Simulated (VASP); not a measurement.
# V (P6/mmm) in VASP: a series of runs, part 2 of 2

VASP 6.6.1. The steps go on from the part before.

### 4 Single point, PBEsol

This run uses another cell than the first one: it holds 3 atoms, not 1.

Input file INCAR:

```
PREC = Accurate
ENCUT = 520
EDIFF = 1E-6
ISMEAR = -1
SIGMA = 0.05
LREAL = False
LASPH = True
NELM = 60
ALGO = Normal
ISIF = 2
LWAVE = False
LCHARG = True
GGA = PS
LELF = True
LVHAR = True
NBANDS = 26
```

Input file KPOINTS:

```
Automatic mesh
0
Gamma
  10 10 14
```

Input file POSCAR:

```
V
1.0
    3.9007799561      0.0000000000      0.0000000000
   -1.9503899780      3.3781745365      0.0000000000
    0.0000000000      0.0000000000      2.0973233248
V
3
Direct
    0.0000000000      0.0000000000      0.0000000000
    0.3333333333      0.6666666667      0.5000000000
    0.6666666667      0.3333333333      0.5000000000
```

Potentials or basis: VASP PAW PBE potentials, release 64 (V_sv).

The run is started by

```sh
> cat potpaw_PBE.64/V_sv/POTCAR > POTCAR
> mpirun -np 1 vasp_std > vasp.out
```

OUTCAR:

```text
PREC = Accurate
   ENCUT = 520
   EDIFF = 1E-6
   ISMEAR = -1
   LREAL = False
   LASPH = True
   NELM = 60
   ISIF = 2
   GGA = PS

 ion  position               nearest neighbor table
   1  0.000  0.000  0.000-   2 2.48   3 2.48   2 2.48   3 2.48   2 2.48   2 2.48   3 2.48   3 2.48
                             3 2.48   3 2.48   2 2.48   2 2.48
   2  0.333  0.667  0.500-   3 2.25   3 2.25   3 2.25   1 2.48   1 2.48   1 2.48   1 2.48   1 2.48
                             1 2.48
   3  0.667  0.333  0.500-   2 2.25   2 2.25   2 2.25   1 2.48   1 2.48   1 2.48   1 2.48   1 2.48
                             1 2.48

[... 894 lines left out ...]
  Direction    XX          YY          ZZ          XY          YZ          ZX
  --------------------------------------------------------------------------------------
  -------------------------------------------------------------------------------------
  Total       22.7400687     22.7400687     23.3620061      0.0000000      0.0000000      0.0000000
  in kB     1318.2671536   1318.2671536   1354.3215609      0.0000000      0.0000000      0.0000000
  external PRESSURE =    1330.2852894 kB  Pullay stress =       0.0000000 kB

 VOLUME and BASIS-vectors are now :
 -----------------------------------------------------------------------------
  energy-cutoff  :      520.00
  volume of cell :       27.64
      direct lattice vectors                 reciprocal lattice vectors
     3.900779956  0.000000000  0.000000000     0.256358987  0.148008930  0.000000000
    -1.950389978  3.378174536  0.000000000     0.000000000  0.296017861  0.000000000
     0.000000000  0.000000000  2.097323325     0.000000000  0.000000000  0.476798207

 POSITION                                       TOTAL-FORCE (eV/Angst)
 -----------------------------------------------------------------------------------
      0.00000      0.00000      0.00000        -0.000000      0.000000      0.000000
     -0.00000      2.25212      1.04866         0.000000      0.000000      0.000000
      1.95039      1.12606      1.04866         0.000000     -0.000000      0.000000
 -----------------------------------------------------------------------------------
    total drift:                               -0.000000      0.000000      0.000000

  FREE ENERGIE OF THE ION-ELECTRON SYSTEM (eV)
  ---------------------------------------------------
  free  energy   TOTEN  =       -24.8098176927 eV

  energy  without entropy=      -24.7911813011  energy(sigma->0) =      -24.80049950
```

OSZICAR:

```text
N       E                     dE             d eps       ncg     rms          rms(c)
DAV:   1     0.519456448036E+03    0.51946E+03   -0.22004E+04  5832   0.185E+03
DAV:   2    -0.621797666971E+01   -0.52567E+03   -0.51684E+03  5884   0.596E+02
DAV:   3    -0.267969418354E+02   -0.20579E+02   -0.20069E+02  7070   0.136E+02
DAV:   4    -0.271095373350E+02   -0.31260E+00   -0.31152E+00  6656   0.174E+01
DAV:   5    -0.271139692899E+02   -0.44320E-02   -0.44308E-02  6674   0.208E+00    0.598E+01
DAV:   6    -0.249802019835E+02    0.21338E+01   -0.66701E+00  6180   0.269E+01    0.213E+01
DAV:   7    -0.248348652322E+02    0.14534E+00   -0.81184E-01  6868   0.861E+00    0.461E+00
DAV:   8    -0.248394692526E+02   -0.46040E-02   -0.38016E-01  7322   0.732E+00    0.305E+00
DAV:   9    -0.248099521440E+02    0.29517E-01   -0.16677E-01  7260   0.477E+00    0.154E-01
DAV:  10    -0.248098184358E+02    0.13371E-03   -0.40573E-03  6270   0.733E-01    0.997E-02
DAV:  11    -0.248098230695E+02   -0.46337E-05   -0.91095E-05  7576   0.978E-02    0.542E-02
DAV:  12    -0.248098209798E+02    0.20897E-05   -0.26115E-05  7050   0.557E-02    0.184E-02
DAV:  13    -0.248098190817E+02    0.18981E-05   -0.35613E-06  5302   0.217E-02    0.204E-03
DAV:  14    -0.248098176972E+02    0.13846E-05   -0.16550E-07  3134   0.500E-03    0.269E-03
DAV:  15    -0.248098176927E+02    0.44884E-08   -0.72105E-08  3080   0.317E-03
   1 F= -.24809818E+02 E0= -.24800499E+02  d E =-.186364E-01
```

Wall time 82 s (1 thread of Intel Xeon Platinum 8488C (Sapphire Rapids), shared host); peak memory 0.18 GiB.

What came out:

```
Free energy : -24.8098 eV
Pressure    : 133.0 GPa
```

Caveat: the PAW data sets were made with another functional, which shifts forces and pressure a little.

### 5 Relaxation of cell and atoms, PBEsol, target pressure 130 GPa, at which the enthalpy is minimised

This run uses another cell than the first one, of 9.29 Å³/atom, 0.995 times its volume.

Input file INCAR:

```
  PREC = Accurate
  ENCUT = 600
  EDIFF = 1E-6
  ISMEAR = -1
  SIGMA = 0.05
  LREAL = F
  LASPH = T
  NELM = 100
  ALGO = Normal
  ISIF = 3
  LWAVE = F
  LCHARG = F
  GGA = PS
  IBRION = 2
  NSW = 60
  EDIFFG = -0.005
  PSTRESS = 1300.0
```

Input file KPOINTS:

```
regular mesh
0
Gamma
  19 19 18
```

Input file POSCAR:

```
V
1.0
    2.2510775704      0.0000000000      0.0000000000
   -1.1255387852      1.9494903619      0.0000000000
    0.0000000000      0.0000000000      2.1160129162
V
1
Direct
    0.0000000000      0.0000000000      0.0000000000
```

The run is started by

```sh
> cat potpaw_PBE.64/V_sv/POTCAR > POTCAR
> mpirun -np 1 vasp_std > vasp.out
```

It took 2.2 min on 1 thread of Intel Xeon Platinum 8488C (Sapphire Rapids), shared host; peak memory 0.17 GiB.

It converged, with:

```
Free energy                                            : -7.8636 eV
Relaxed volume                                         : 9.39 Å³/atom
Relaxed cell                                           : a = 2.262 Å, b = 2.262 Å, c = 2.118 Å, α = 90.00°, β = 90.00°, γ = 120.00°
Space group after relaxing (to 0.05 Å)                 : P6/mmm (No. 191)
Energy change on relaxing (the enthalpy is what falls) : -85.9 meV/atom
Ionic steps                                            : 10
Pressure after relaxing                                : 130.0 GPa
```

Stress tensor (GPa, compression positive):
```
130.08   0.00   0.00
  0.00 130.08   0.00
  0.00   0.00 129.93
```

Step by step:
| step | energy change (eV) | largest force (eV/Å) | pressure (GPa) | volume (Å³) |
| --- | --- | --- | --- | --- |
| 1 | 0.0000 | 0.0000 | 136.37 | 9.29 |
| 2 | -0.3819 | 0.0000 | 106.89 | 9.79 |
| 3 | -0.0892 | 0.0000 | 129.73 | 9.39 |
| 4 | -0.0875 | 0.0000 | 129.87 | 9.39 |
| 5 | -0.0840 | 0.0000 | 130.22 | 9.39 |
| 6 | -0.0858 | 0.0000 | 130.07 | 9.39 |
| 7 | -0.0858 | 0.0000 | 130.03 | 9.39 |
| 8 | -0.0867 | 0.0000 | 129.96 | 9.39 |
| 9 | -0.0860 | 0.0000 | 130.01 | 9.39 |
| 10 | -0.0859 | 0.0000 | 130.03 | 9.39 |

Final structure:
```
V
1.0
     2.26224    0.00000    0.00000
    -1.13112    1.95915    0.00000
     0.00000    0.00000    2.11844
V
1
Direct
  0.00000 0.00000 0.00000
```

Levels at points of the mesh, in eV from the Fermi level:
| k point | band 4 | band 5 | band 6 | band 7 | band 8 | band 9 |
| --- | --- | --- | --- | --- | --- | --- |
| (0.00, 0.00, 0.00) | -36.10 | -7.26 | -4.06 | -0.03 | -0.03 | 5.45 |
| (0.00, 0.00, 0.50) | -35.85 | -2.63 | 0.58 | 0.99 | 0.99 | 2.01 |

Caveat: the cell is relaxed towards a set pressure, so the enthalpy falls and the energy may rise; the PAW data sets were made with another functional, which shifts forces and pressure a little.

### 6 Relaxation of cell and atoms, PBEsol, target pressure 130 GPa, at which the enthalpy is minimised

Input file INCAR:

```
SYSTEM = V
  PREC = Accurate
  ENCUT = 600
  EDIFF = 1E-6
  ISMEAR = -1
  SIGMA = 0.05
  LREAL = .FALSE.
  LASPH = .TRUE.
  NELM = 80
  ALGO = Normal
  ISIF = 3
  LWAVE = .FALSE.
  LCHARG = .FALSE.
  GGA = PS
  IBRION = 2
  NSW = 32
  EDIFFG = -0.005
  PSTRESS = 1300.0
```

Input file KPOINTS:

```
Automatic mesh
0
G
  19 19 18
  0 0 0
```

Input file POSCAR:

```
V
1.0
    2.2598157180      0.0000000000      0.0000000000
   -1.1299078590      1.9570578197      0.0000000000
    0.0000000000      0.0000000000      2.1115103316
V
1
Direct
    0.0000000000      0.0000000000      0.0000000000
```

Potentials or basis: VASP PAW PBE potentials, release 64 (V_sv).

The run is started by

```sh
> cat potpaw_PBE.64/V_sv/POTCAR > POTCAR
> mpirun -np 1 vasp_std > vasp.out
```

Wall time 2.5 min (1 thread of Intel Xeon Platinum 8488C (Sapphire Rapids), shared host); peak memory 0.17 GiB.

Results (log left out):

| Property | Result |
| --- | --- |
| Free energy | -7.8644 eV |
| Relaxed volume | 9.39 Å³/atom |
| Relaxed cell | a = 2.262 Å, b = 2.262 Å, c = 2.118 Å, α = 90.00°, β = 90.00°, γ = 120.00° |
| Space group after relaxing (to 0.05 Å) | P6/mmm (No. 191) |
| Energy change on relaxing (the enthalpy is what falls) | -42.5 meV/atom |
| Ionic steps | 14 |
| Pressure after relaxing | 130.0 GPa |

Step by step:
| step | energy change (eV) | largest force (eV/Å) | pressure (GPa) | volume (Å³) |
| --- | --- | --- | --- | --- |
| 1 | 0.0000 | 0.0000 | 133.26 | 9.34 |
| 2 | -0.2024 | 0.0000 | 117.44 | 9.60 |
| 3 | -0.0440 | 0.0000 | 129.86 | 9.39 |
| 4 | -0.0431 | 0.0000 | 129.96 | 9.39 |
| 5 | -0.0399 | 0.0000 | 130.11 | 9.39 |
| 6 | -0.0413 | 0.0000 | 130.09 | 9.39 |
| 7 | -0.0415 | 0.0000 | 130.06 | 9.39 |
| 8 | -0.0423 | 0.0000 | 130.01 | 9.39 |
| 9 | -0.0418 | 0.0000 | 130.01 | 9.39 |
| 10 | -0.0417 | 0.0000 | 130.03 | 9.39 |
| 11 | -0.0416 | 0.0000 | 130.04 | 9.39 |
| 12 | -0.0415 | 0.0000 | 130.05 | 9.39 |
| 13 | -0.0442 | 0.0000 | 129.87 | 9.39 |
| 14 | -0.0425 | 0.0000 | 130.00 | 9.39 |

Final structure:
```xyz
1
Lattice="2.2625 0.0000 0.0000 -1.1312 1.9594 0.0000 0.0000 0.0000 2.1182" Properties=species:S:1:pos:R:3 pbc="T T T"
V     0.0000    0.0000    0.0000
```

Levels at points of the mesh, in eV from the Fermi level:
| k point | band 3 | band 4 | band 5 | band 6 | band 7 | band 8 | band 9 | band 10 |
| --- | --- | --- | --- | --- | --- | --- | --- | --- |
| (0.00, 0.00, 0.00) | -36.17 | -36.09 | -7.26 | -4.06 | -0.03 | -0.03 | 5.45 | 5.45 |
| (0.00, 0.00, 0.50) | -35.85 | -35.85 | -2.63 | 0.58 | 0.99 | 0.99 | 2.01 | 2.01 |

Caveat: the cell is relaxed towards a set pressure, so the enthalpy falls and the energy may rise; the PAW data sets were made with another functional, which shifts forces and pressure a little.

### 7 Overview

```tsv
task	cell	k mesh	cutoff (eV)	gap on the mesh (eV)	pressure (GPa)
single point	a = 2.260, b = 2.260, c = 2.111 Å, angles 90.0, 90.0, 120.0°, 1 atom	19 × 19 × 18	520	none	133.3
single point	a = 3.901, b = 3.901, c = 2.097 Å, angles 90.0, 90.0, 120.0°, 3 atoms	10 × 10 × 14	520	none	133.0
relaxation of cell and atoms	relaxed to 130 GPa from a = 2.251, b = 2.251, c = 2.116 Å, angles 90.0, 90.0, 120.0°, 1 atom	19 × 19 × 18	600	none	130.0
relaxation of cell and atoms	relaxed to 130 GPa from a = 2.260, b = 2.260, c = 2.112 Å, angles 90.0, 90.0, 120.0°, 1 atom	19 × 19 × 18	600	none	130.0
```

Alike in all rows: level PBEsol; potentials or basis VASP PAW PBE potentials, release 64 (V_sv); no spin polarisation; smearing fermi-dirac 0.05 eV.

Caveats: the PAW data sets were made with another functional, which shifts forces and pressure a little; the cell is relaxed towards a set pressure, so the enthalpy falls and the energy may rise (some runs).

Total energies depend on the potentials used, so only differences within one code and one set of settings carry meaning.
